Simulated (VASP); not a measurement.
# Bi: relaxation of cell and atoms with r2SCAN+D4

Bi:

```
CELL_PARAMETERS angstrom
-1.98143 1.98143 1.98143
1.98143 -1.98143 1.98143
1.98143 1.98143 -1.98143
ATOMIC_POSITIONS crystal
Bi 0.00000 0.00000 0.00000
```

```yaml
Program: VASP 6.6.1
Task: relaxation of cell and atoms
Functional: r2SCAN
Dispersion: D4
Potentials_or_basis: VASP PAW PBE potentials, release 64 (Bi_d)
Cutoff: 600 eV
k_mesh: 9 × 9 × 9
Occupations: fermi-dirac, width 0.05 eV
Spin: no spin polarisation
Dipole_correction: no
Further_INCAR_settings: ALGO = Normal; EDIFF = 1e-06; IBRION = 2; EDIFFG = -0.01; NSW = 60; ISIF = 3
```

```json
{
 "Relaxed volume": "30.72 Å³/atom",
 "Relaxed cell": "a = 3.417 Å, b = 3.417 Å, c = 3.417 Å, α = 109.47°, β = 109.47°, γ = 109.47°",
 "Space group after relaxing (to 0.05 Å)": "Im-3m (No. 229)",
 "Energy gained by relaxing": "1.0 meV/atom",
 "Ionic steps": "3",
 "Pressure after relaxing": "0.0 GPa",
 "Dispersion energy per atom": "-0.179 eV"
}
```

Step by step:
| step | energy change (eV) | largest force (eV/Å) | pressure (GPa) | volume (Å³) |
| --- | --- | --- | --- | --- |
| 1 | 0.0000 | 0.0000 | -0.77 | 31.12 |
| 2 | -0.0005 | 0.0000 | 0.53 | 30.45 |
| 3 | -0.0010 | 0.0000 | 0.01 | 30.72 |

Final structure:
```xyz
1
Lattice="-1.9729 1.9729 1.9729 1.9729 -1.9729 1.9729 1.9729 1.9729 -1.9729" Properties=species:S:1:pos:R:3 pbc="T T T"
Bi    0.0000    0.0000    0.0000
```

Levels at points of the mesh, in eV from the Fermi level:
| k point | band 5 | band 6 | band 7 | band 8 | band 9 | band 10 |
| --- | --- | --- | --- | --- | --- | --- |
| (0.00, 0.00, 0.00) | -23.72 | -14.33 | 5.33 | 5.33 | 5.33 | 10.19 |

Wall time 91 s on 1 thread of AMD EPYC 9R45 96-Core Processor (Zen 5), with other jobs on the host, peak memory 0.15 GiB.

Caveat: the PAW data sets were made with another functional, which shifts forces and pressure a little; spin-orbit coupling is left out, which moves the levels of the heavy elements; pairwise dispersion overbinds metals, which lowers pressure and volume.
